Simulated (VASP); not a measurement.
# AgI (F-43m) in VASP: further runs

AgI is run at these levels: r2SCAN; tasks: single point, relaxation of cell and atoms.

All numbers are computed with VASP 6.6.1; they aren't measurements. Logs are shortened: lines on timing, memory, paths and dates and some standing lists are left out, and cuts for length are marked.

### Step 1. The cell of the first run

Symmetry: F-43m, No. 216, cubic system. The conventional cell has a = 6.769 Å, b = 6.769 Å, c = 6.769 Å, α = 90.00°, β = 90.00°, γ = 90.00°. Within 3.9 Å of Ag (site symmetry -43m) lie 4 I at 2.93 Å. Within 3.9 Å of I (site symmetry -43m) lie 4 Ag at 2.93 Å.

### Step 2. Single point, r2SCAN

The input, POSCAR:

```
AgI
1.0
    3.3843078620      3.3843078620      0.0000000000
   -3.3843078620      3.3843078620      0.0000000000
    0.0000000000      3.3843078620      3.3843078620
Ag I
1 1
Direct
    0.0000000000      0.0000000000      0.0000000000
    0.7500000000      0.2500000000      0.5000000000
```

The input, INCAR.step1:

```
ALGO     = Normal         # electronic algorithm
EDIFF    = 1E-5           # SCF threshold, eV
ENCUT    = 550            # plane-wave cutoff, eV
GGA      = PE             # functional
GGA_COMPAT= F            
ISMEAR   = 0              # smearing method
LASPH    = T              # aspherical terms in the spheres
LCHARG   = F              # write CHGCAR
LREAL    = F              # projectors in reciprocal space
LWAVE    = T              # write WAVECAR
NBANDS   = 16             # bands
NELM     = 120            # most SCF steps
PREC     = Accurate       # precision mode
SIGMA    = 0.01           # smearing width, eV
```

The input, INCAR.step2:

```
ALGO     = Normal         # electronic algorithm
EDIFF    = 1E-6           # SCF threshold, eV
ENCUT    = 550            # plane-wave cutoff, eV
GGA_COMPAT= F            
ISIF     = 2              # what is computed and relaxed
ISMEAR   = 0              # smearing method
ISTART   = 1            
LASPH    = T              # aspherical terms in the spheres
LCHARG   = F              # write CHGCAR
LMIXTAU  = T            
LREAL    = F              # projectors in reciprocal space
LWAVE    = F              # write WAVECAR
METAGGA  = R2SCAN         # meta-GGA
NBANDS   = 16             # bands
NELM     = 120            # most SCF steps
PREC     = Accurate       # precision mode
SIGMA    = 0.01           # smearing width, eV
```

The input, KPOINTS:

```
k-points
0
Gamma
  6 6 6
```

Potentials or basis: VASP PAW PBE potentials, release 64 (Ag, I).

Command:

```
cat potpaw_PBE.64/Ag/POTCAR potpaw_PBE.64/I/POTCAR > POTCAR
cp INCAR.step1 INCAR
mpirun -np 1 vasp_std > vasp.out
cp INCAR.step2 INCAR
mpirun -np 1 vasp_std > vasp.out
```

OUTCAR:

```text
EDIFF = 1E-6
   ENCUT = 550
   ISIF = 2
   ISMEAR = 0
   ISTART = 1
   LASPH = T
   LREAL = F
   METAGGA = R2SCAN
   NELM = 120
   PREC = Accurate

 ion  position               nearest neighbor table
   1  0.000  0.000  0.000-   2 2.93   2 2.93   2 2.93   2 2.93
   2  0.750  0.250  0.500-   1 2.93   1 2.93   1 2.93   1 2.93

  LATTYP: Found a face centered cubic cell.
 ALAT       =     6.7686157240

  Lattice vectors:

 A1 = (   0.0000000000,   3.3843078620,   3.3843078620)
 A2 = (   3.3843078620,   0.0000000000,   3.3843078620)
 A3 = (   3.3843078620,   3.3843078620,   0.0000000000)

Analysis of symmetry for initial positions (statically):
=====================================================================
 Subroutine PRICEL returns:
 Original cell was already a primitive cell.

 Routine SETGRP: Setting up the symmetry group for a
 face centered cubic supercell.

 Subroutine GETGRP returns: Found 24 space group operations
 (whereof 24 operations were pure point group operations)
 out of a pool of 48 trial point group operations.

The static configuration has the point symmetry T_d .

Analysis of symmetry for dynamics (positions and initial velocities):
=====================================================================
 Subroutine PRICEL returns:
 Original cell was already a primitive cell.

 Routine SETGRP: Setting up the symmetry group for a
 face centered cubic supercell.

 Subroutine GETGRP returns: Found 24 space group operations
 (whereof 24 operations were pure point group operations)
 out of a pool of 48 trial point group operations.

The dynamic configuration has the point symmetry T_d .

 Subroutine INISYM returns: Found 24 space group operations
 (whereof 24 operations are pure point group operations),
 and found     1 'primitive' translations

----------------------------------------------------------------------------------------

                                     Primitive cell

  volume of cell :      77.5246

  direct lattice vectors                    reciprocal lattice vectors
     3.384307862  3.384307862  0.000000000     0.147740696  0.147740696 -0.147740696
    -3.384307862  3.384307862  0.000000000    -0.147740696  0.147740696 -0.147740696
     0.000000000  3.384307862  3.384307862     0.000000000  0.000000000  0.295481393

  length of vectors
     4.786134078  4.786134078  4.786134078     0.255894392  0.255894392  0.295481393

  position of ions in fractional coordinates (direct lattice)
     0.000000000  0.000000000  0.000000000
     0.750000000  0.250000000  0.500000000

  ion indices of the primitive-cell ions
   primitive index   ion index
                 1           1
                 2           2

----------------------------------------------------------------------------------------

 KPOINTS: k-points

Automatic generation of k-mesh.
 Grid dimensions read from file:
 generate k-points for:    6    6    6

 Generating k-lattice:

  Cartesian coordinates                     Fractional coordinates (reciprocal lattice)
     0.024623449  0.024623449 -0.024623449     0.166666667  0.000000000  0.000000000
    -0.024623449  0.024623449 -0.024623449     0.000000000  0.166666667  0.000000000
     0.000000000  0.000000000  0.049246899     0.000000000  0.000000000  0.166666667

  Length of vectors
     0.042649065  0.042649065  0.049246899

  Shift w.r.t. Gamma in fractional coordinates (k-lattice)
     0.000000000  0.000000000  0.000000000

 Subroutine IBZKPT returns following result:
 ===========================================

 Found     16 irreducible k-points:

 Following reciprocal coordinates:
            Coordinates               Weight
  0.000000  0.000000  0.000000      1.000000
  0.166667  0.000000  0.000000      8.000000
  0.333333  0.000000  0.000000      8.000000
  0.500000  0.000000  0.000000      4.000000
  0.166667  0.166667  0.000000     12.000000
  0.333333  0.166667  0.000000     24.000000
[... 8 lines left out ...]
  0.500000  0.333333  0.166667     24.000000
  0.500000  0.500000  0.166667     12.000000
   k-points           NKPTS =     16   k-points in BZ     NKDIM =     16   number of bands    NBANDS=     16
   number of dos      NEDOS =    301   number of ions     NIONS =      2
   total plane-waves  NPLWV =  64000
   dimension x,y,z NGX =    40 NGY =   40 NGZ =   40
   dimension x,y,z NGXF=    80 NGYF=   80 NGZF=   80
   ions per type =               1   1
   NGX,Y,Z   is equivalent  to a cutoff of  13.89, 13.89, 13.89 a.u.
   NGXF,Y,Z  is equivalent  to a cutoff of  27.79, 27.79, 27.79 a.u.
 SYSTEM =  unknown system
   PREC   = accura    normal or accurate (medium, high low for compatibility)
   ISTART =      1    job   : 0-new  1-cont  2-samecut
   ICHARG =      0    charge: 1-file 2-atom 10-const
   ISPIN  =      1    spin polarized calculation?
   LNONCOLLINEAR =      F non collinear calculations
   LSORBIT =      F    spin-orbit coupling
   LASPH  =      T    aspherical Exc in radial PAW
   ENCUT  =  550.0 eV  40.42 Ry    6.36 a.u.   9.15  9.15  9.15*2*pi/ulx,y,z
   NELM   =    120;   NELMIN=  2; NELMDL=  0     # of ELM steps
   EDIFF  = 0.1E-05   stopping-criterion for ELM
   LREAL  =      F    real-space projection
   EDIFFG = 0.1E-04   stopping-criterion for IOM
   NSW    =      0    number of steps for IOM
   IBRION =     -1    ionic relax: 0-MD 1-quasi-New 2-CG
   NFREE  =      0    steps in history (QN), initial steepest desc. (CG)
   ISIF   =      2    stress and relaxation
   ISYM   =      2    0-nonsym 1-usesym 2-fastsym
   POTIM  = 0.5000    time-step for ionic-motion
   TEBEG  =    0.0;   TEEND  =   0.0 temperature during run
   PSTRESS=    0.0 pullay stress
   NELECT =      18.0000    total number of electrons
   NUPDOWN=      -1.0000    fix difference up-down
   EMIN   =  10.00;   EMAX   =-10.00  energy-range for DOS
   EFERMI =   0.00;   METHOD = LEGACY
   ISMEAR =     0;   SIGMA  =   0.01  broadening in eV -4-tet -1-fermi 0-gaus
   EFERMI_NEDOS =   21; number of points for ismear=-14 and -15
   IALGO  =     38    algorithm
   IMIX   =      4    mixing-type and parameters
     AMIX     =   0.40;   BMIX     =  1.00
     AMIX_MAG =   1.60;   BMIX_MAG =  1.00
  volume/ion in A,a.u.               =      38.76       261.58
  Fermi-wavevector in a.u.,A,eV,Ry     =   1.006203  1.901449 13.775156  1.012445
  Thomas-Fermi vector in A             =   2.138931
   LORBIT       =      0    0 simple, 1 ext, 2 COOP (PROOUT), +10 PAW based schemes
   METAGGA = R2SCAN    functional components
   LHFCALC =     F    Hartree Fock is set to
   AEXX    =    0.0000 exact exchange contribution
   IVDW    =     0    specifies the selected vdW correction
   LEPSILON=     F    determine dielectric tensor
   LRPA    =     F    only Hartree local field effects (RPA)
 non-spin polarized calculation
 Gauss-broadening in eV      SIGMA  =   0.01
  energy-cutoff  :      550.00
  volume of cell :       77.52
 maximum number of plane-waves:      2285
 NGX is ok and might be reduce to    40
   NGX = 19   NGY = 19   NGZ = 19

 number of electron      18.0000000 magnetization

 Free energy of the ion-electron system (eV)
  ---------------------------------------------------
  ext. energy  EPLUGINS =         0.00000000
  ---------------------------------------------------
  free energy    TOTEN  =       -46.47913046 eV

  energy without entropy =      -46.47913046  energy(sigma->0) =      -46.47913046

 E-fermi :   1.6136     XC(G=0):  -8.3514

 val. band max:        1.5630616775   @ k =   0.0000   0.0000   0.0000
 cond. band min:       3.3623279247   @ k =   0.0000   0.0000   0.0000
 fundamental gap:      1.7992662472
 Fermi energy:         1.6135877467

 k-point     1 :       0.0000    0.0000    0.0000
  band No.  band energies     occupation
      1     -10.9812      2.00000
      2      -2.0596      2.00000
      3      -2.0596      2.00000
      4      -2.0596      2.00000
      5      -1.0489      2.00000
      6      -1.0489      2.00000
[... 8 lines left out ...]
     15      11.9711      0.00000
     16      11.9711      0.00000

 k-point     2 :       0.1667    0.0000    0.0000
  band No.  band energies     occupation
      1     -10.9301      2.00000
      2      -2.0705      2.00000
      3      -2.0196      2.00000
      4      -2.0196      2.00000
      5      -1.0519      2.00000
      6      -1.0519      2.00000
[... 8 lines left out ...]
     15      11.2763      0.00000
     16      11.5675      0.00000

 k-point     3 :       0.3333    0.0000    0.0000
  band No.  band energies     occupation
      1     -10.8243      2.00000
      2      -2.0115      2.00000
      3      -1.9420      2.00000
      4      -1.9420      2.00000
      5      -1.0422      2.00000
      6      -1.0422      2.00000
[... 8 lines left out ...]
     15      11.6054      0.00000
     16      11.6054      0.00000

 k-point     4 :       0.5000    0.0000    0.0000
  band No.  band energies     occupation
      1     -10.7697      2.00000
      2      -1.9058      2.00000
      3      -1.9057      2.00000
      4      -1.8777      2.00000
      5      -1.0262      2.00000
      6      -1.0262      2.00000
[... 8 lines left out ...]
     15      12.8061      0.00000
     16      12.8061      0.00000

 k-point     5 :       0.1667    0.1667    0.0000
  band No.  band energies     occupation
      1     -10.8605      2.00000
      2      -2.0585      2.00000
      3      -1.9720      2.00000
      4      -1.9498      2.00000
      5      -1.0709      2.00000
      6      -1.0309      2.00000
[... 8 lines left out ...]
     15      11.7390      0.00000
     16      12.7928      0.00000

 k-point     6 :       0.3333    0.1667    0.0000
  band No.  band energies     occupation
      1     -10.7710      2.00000
      2      -1.9292      2.00000
      3      -1.8867      2.00000
      4      -1.8786      2.00000
      5      -1.0569      2.00000
      6      -1.0284      2.00000
[... 8 lines left out ...]
     15      12.0819      0.00000
     16      12.9381      0.00000
[... 115 lines left out ...]
 k-point    13 :       0.5000    0.5000    0.0000
  band No.  band energies     occupation
      1     -10.7003      2.00000
      2      -2.2255      2.00000
      3      -1.6200      2.00000
      4      -1.6200      2.00000
      5      -0.9828      2.00000
      6      -0.9587      2.00000
[... 8 lines left out ...]
     15      12.8056      0.00000
     16      13.6901      0.00000

 k-point    14 :       0.3333    0.3333    0.1667
  band No.  band energies     occupation
      1     -10.7539      2.00000
      2      -2.0519      2.00000
      3      -1.8361      2.00000
      4      -1.7526      2.00000
      5      -1.0519      2.00000
      6      -1.0200      2.00000
[... 8 lines left out ...]
     15      12.9711      0.00000
     16      13.4904      0.00000

 k-point    15 :       0.5000    0.3333    0.1667
  band No.  band energies     occupation
      1     -10.7175      2.00000
      2      -1.9545      2.00000
      3      -1.8142      2.00000
      4      -1.6250      2.00000
      5      -1.0955      2.00000
      6      -0.9763      2.00000
[... 8 lines left out ...]
     15      12.7706      0.00000
     16      13.4386      0.00000

 k-point    16 :       0.5000    0.5000    0.1667
  band No.  band energies     occupation
      1     -10.6999      2.00000
      2      -2.0608      2.00000
      3      -1.6793      2.00000
      4      -1.6238      2.00000
      5      -1.0520      2.00000
      6      -0.8668      2.00000
[... 8 lines left out ...]
     15      13.3696      0.00000
     16      13.5351      0.00000

------------------------ aborting loop because EDIFF is reached ----------------------------------------

  FORCE on cell =-STRESS in cart. coord.  units (eV):
  Direction    XX          YY          ZZ          XY          YZ          ZX
  --------------------------------------------------------------------------------------
  -------------------------------------------------------------------------------------
  Total       -1.0116363     -1.0116363     -1.0116363      0.0000000      0.0000000      0.0000000
  in kB      -20.9071775    -20.9071775    -20.9071775      0.0000000      0.0000000      0.0000000
  external PRESSURE =     -20.9071775 kB  Pullay stress =       0.0000000 kB

 VOLUME and BASIS-vectors are now :
 -----------------------------------------------------------------------------
  energy-cutoff  :      550.00
  volume of cell :       77.52
      direct lattice vectors                 reciprocal lattice vectors
     3.384307862  3.384307862  0.000000000     0.147740696  0.147740696 -0.147740696
    -3.384307862  3.384307862  0.000000000    -0.147740696  0.147740696 -0.147740696
     0.000000000  3.384307862  3.384307862     0.000000000  0.000000000  0.295481393

 POSITION                                       TOTAL-FORCE (eV/Angst)
 -----------------------------------------------------------------------------------
      0.00000      0.00000      0.00000         0.000000      0.000000      0.000000
      1.69215      5.07646      1.69215        -0.000000     -0.000000      0.000000
 -----------------------------------------------------------------------------------
    total drift:                               -0.000000      0.000000     -0.000000

  FREE ENERGIE OF THE ION-ELECTRON SYSTEM (eV)
  ---------------------------------------------------
  free  energy   TOTEN  =       -46.4791304631 eV

  energy  without entropy=      -46.4791304631  energy(sigma->0) =      -46.47913046
```

Run time: 48 s. Hardware: 1 thread of Intel Xeon 6975P-C (Granite Rapids), shared host; peak memory 0.25 GiB.

Results:

```
Free energy            : -46.4791 eV
Pressure               : -2.1 GPa
Band gap on the k mesh : 1.80 eV, direct
```

Levels at points of the mesh, in eV from the valence-band top:
| k point | band 7 | band 8 | band 9 | band 10 | band 11 | band 12 |
| --- | --- | --- | --- | --- | --- | --- |
| (0.00, 0.00, 0.00) | 0.00 | 0.00 | 0.00 | 1.80 | 6.45 | 6.45 |
| (0.50, 0.00, 0.00) | -2.51 | -0.57 | -0.57 | 3.26 | 6.82 | 6.82 |
| (0.50, 0.50, 0.00) | -2.17 | -1.44 | -1.44 | 4.21 | 4.25 | 8.57 |

Caveat: the PAW data sets were made with another functional, which shifts forces and pressure a little; spin-orbit coupling is left out, which moves the levels of the heavy elements. r2SCAN opens gaps a little over a GGA but as a rule still falls short of measured ones.

[end of part 1 of 3]
